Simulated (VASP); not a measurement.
Zr3TiC4, 8 atoms in the cell. It takes space group Pmmm (No. 47, orthorhombic). Conventional cell: a = 3.271 Å, b = 4.633 Å, c = 6.538 Å, α = 90.00°, β = 90.00°, γ = 90.00°. Zr (site symmetry mm2) has 6 C at 2.29 to 2.33 Å within 3.0 Å. Within 3.1 Å of Zr (site symmetry mmm) lie 6 C at 2.32 to 2.36 Å. Ti (site symmetry mmm) has 6 C at 2.26 to 2.32 Å within 3.0 Å. Within 3.0 Å of C (site symmetry mm2) lie 2 Ti at 2.26 Å and 4 Zr at 2.32 to 2.36 Å. Within 3.1 Å of C (site symmetry mmm) lie 6 Zr at 2.32 to 2.33 Å. Within 3.0 Å of C (site symmetry mmm) lie 4 Zr at 2.29 Å and 2 Ti at 2.32 Å. 

```yaml
Program: VASP 6.6.1
Task: single point
Functional: PBE
Potentials_or_basis: VASP PAW PBE potentials, release 64 (Zr_sv, Ti_sv, C)
Cutoff: 520 eV
k_mesh: 12 × 8 × 6
Occupations: gaussian, width 0.1 eV
Spin: no spin polarisation
Dipole_correction: no
Further_INCAR_settings: ALGO = Normal; EDIFF = 1e-06; NBANDS = 42
```

Potentials or basis: VASP PAW PBE potentials, release 64 (Zr_sv, Ti_sv, C).

Command:

```bash
$ cat potpaw_PBE.64/Zr_sv/POTCAR potpaw_PBE.64/Ti_sv/POTCAR potpaw_PBE.64/C/POTCAR > POTCAR
$ mpirun -np 1 vasp_std > vasp.out
```

Hardware: 1 thread of Intel Xeon 8259CL, with other jobs on the host.

Task: Estimate the wall time of this run.

Result: Run time: 15 min on 1 thread of Intel Xeon 8259CL, with other jobs on the host, peak memory 0.56 GiB. Counts: scf iterations 16, k points 140.
